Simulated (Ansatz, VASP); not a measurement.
## One calculation of Fe3CoGe4, two programs

File INCAR:

```
  PREC = Accurate
  ENCUT = 520
  EDIFF = 1E-7
  ISMEAR = 0
  SIGMA = 0.1
  LREAL = False
  LASPH = True
  NELM = 150
  ALGO = Normal
  ISIF = 2
  LWAVE = False
  LCHARG = False
  ISPIN = 2
  MAGMOM = 4 4 4 3 0 0 0 0
  LORBIT = 11
  LMAXMIX = 4
  GGA = PE
  NBANDS = 58
```

The input KPOINTS:

```
regular mesh
0
Gamma
  4 4 4
```

The input POSCAR:

```
Fe3CoGe4
1.0
    6.0278007200     -2.0527275500      0.0000000000
    6.0278007200      2.0527275500      0.0000000000
   -1.2370909400      0.0000000000      4.9133734600
Fe Co Ge
3 1 4
Direct
    0.0000000000      0.0000000000      0.0000000000
    0.7940949800      0.7940949800      0.6356799000
    0.2059050200      0.2059050200      0.3643201000
    0.0000000000      0.0000000000      0.5000000000
    0.1877144900      0.1877144900      0.8489465100
    0.8122855100      0.8122855100      0.1510534900
    0.4312626100      0.4312626100      0.7073906100
    0.5687373900      0.5687373900      0.2926093900
```

Input for Ansatz:

```yaml
crystal:
  lattice:
    - [6.02780072, -2.05272755, 0.0]
    - [6.02780072, 2.05272755, 0.0]
    - [-1.23709094, 0.0, 4.91337346]
  atoms:
    - { symbol: Fe, position: [0.0, 0.0, 0.0], spin: 4.0 }
    - { symbol: Fe, position: [0.79409498, 0.79409498, 0.6356799], spin: 4.0 }
    - { symbol: Fe, position: [0.20590502, 0.20590502, 0.3643201], spin: 4.0 }
    - { symbol: Co, position: [0.0, 0.0, 0.5], spin: 3.0 }
    - { symbol: Ge, position: [0.18771449, 0.18771449, 0.84894651] }
    - { symbol: Ge, position: [0.81228551, 0.81228551, 0.15105349] }
    - { symbol: Ge, position: [0.43126261, 0.43126261, 0.70739061] }
    - { symbol: Ge, position: [0.56873739, 0.56873739, 0.29260939] }
basis:
  ecutwfc: 420
kpoints:
  mp_grid: { grid: [4, 4, 4] }
hamiltonian:
  xc: pbe
scf:
  occupations: { method: gaussian, width: 0.1 }
  lower_state_search: "off"
output:
  forces: true
  stress: true
  eigenvalues: true
  populations: true
magnetization:
  spin_polarized: true
```

Alike in both runs: task single point; functional PBE; k mesh 4 × 4 × 4; occupations gaussian, width 0.1 eV; collinear spin.

|  | VASP | Ansatz |
| --- | --- | --- |
| version | VASP 6.6.1 | Ansatz 0.2.0 |
| potentials or method | VASP PAW PBE potentials, release 64 (Fe, Co, Ge_d), cutoff 520 eV | scalar-relativistic, plane waves, PAW |
| valence electrons in the cell | 89 | 121 |

Ansatz gave:

```
gap on the k mesh at the Fermi level (eV)                     : none
pressure (GPa)                                                : -9.9
traceless stress, the component that is largest in VASP (GPa) : 3.74
rms of the force components (eV/Å)                            : 0.143
net moment per atom (μB)                                      : 0.86
size of the moment on the site where the two differ most (μB) : 0.76
```

Problem. Which values does VASP return?

Solution. gap on the k mesh at the Fermi level (eV): none; pressure (GPa): -9.8; traceless stress, the component that is largest in VASP (GPa): 3.67; rms of the force components (eV/Å): 0.141; net moment per atom (μB): 0.86; size of the moment on the site where the two differ most (μB): 0.74.

Site moments also hang on the region over which each program counts them. Atom by atom the forces differ by 0.003 eV/Å (rms over components). A gap of «none» marks a metal or a gap that the smearing closes. VASP's potentials hold 89 valence electrons a cell and Ansatz's 121, so a difference there can come from the potentials and not from the codes.

The k mesh is coarse, so the values compare programs but aren't converged.
